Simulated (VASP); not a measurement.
Crystal: Sn2Ge3.

```
Sn Ge
1.0
     4.12847    0.00000    0.00000
    -2.06423    3.57536    0.00000
     0.00000    0.00000    8.27445
Sn Ge
2 3
Direct
  0.66667 0.33333 0.80974
  0.33333 0.66667 0.19026
  0.66667 0.33333 0.42517
  0.33333 0.66667 0.57483
  0.00000 0.00000 0.00000
```

The cell was generated, and may not be a known phase.

```yaml
Program: VASP 6.6.1
Task: relaxation of cell and atoms
Functional: PBE
Potentials_or_basis: VASP PAW PBE potentials, release 64 (Sn_d, Ge_d)
Cutoff: 600 eV
k_mesh: 12 × 12 × 4
Occupations: gaussian, width 0.1 eV
Spin: no spin polarisation
```

At the start: pressure 0.4 GPa; volume 24.43 Å³/atom.

Task: Where does the relaxation end?

Result: Over 19 steps the energy falls by 9.8 meV/atom; space group P-3m1 (No. 164, to 0.1 Å) before and after.

The path:
| step | energy change (eV) | largest force (eV/Å) | pressure (GPa) | volume (Å³) |
| --- | --- | --- | --- | --- |
| 1 | 0.0000 | 0.1594 | 0.41 | 122.14 |
| 2 | -0.0152 | 0.0773 | -0.23 | 123.23 |
| 3 | -0.0237 | 0.1582 | -1.10 | 124.93 |
| 4 | -0.0320 | 0.1720 | -0.95 | 124.39 |
| 5 | -0.0372 | 0.1866 | -0.77 | 123.77 |
| 6 | -0.0339 | 0.2048 | -0.40 | 122.49 |
| 7 | -0.0380 | 0.1947 | -0.63 | 123.37 |
| 8 | -0.0433 | 0.1419 | -0.24 | 122.50 |
| 9 | -0.0452 | 0.1066 | 0.07 | 121.86 |
| 10 | -0.0437 | 0.0745 | 0.72 | 120.60 |
| 11 | -0.0455 | 0.1001 | 0.22 | 121.52 |
| 12 | -0.0469 | 0.0679 | 0.17 | 121.71 |
| 13 | -0.0484 | 0.0131 | 0.01 | 122.24 |
| 14 | -0.0486 | 0.0136 | -0.13 | 122.27 |
| 15 | -0.0486 | 0.0140 | -0.14 | 122.29 |
| 16 | -0.0487 | 0.0167 | -0.17 | 122.33 |
| 17 | -0.0488 | 0.0134 | -0.06 | 122.25 |
| 18 | -0.0488 | 0.0122 | -0.04 | 122.20 |
| 19 | -0.0488 | 0.0088 | 0.02 | 122.09 |

Final structure:
```xyz
5
Lattice="4.0325 0.0000 0.0000 -2.0163 3.4923 0.0000 0.0000 0.0000 8.6695" Properties=species:S:1:pos:R:3 pbc="T T T"
Sn    2.0163    1.1641    7.0310
Sn    0.0000    2.3282    1.6385
Ge    2.0163    1.1641    3.7178
Ge    0.0000    2.3282    4.9517
Ge    0.0000    0.0000    0.0000
```
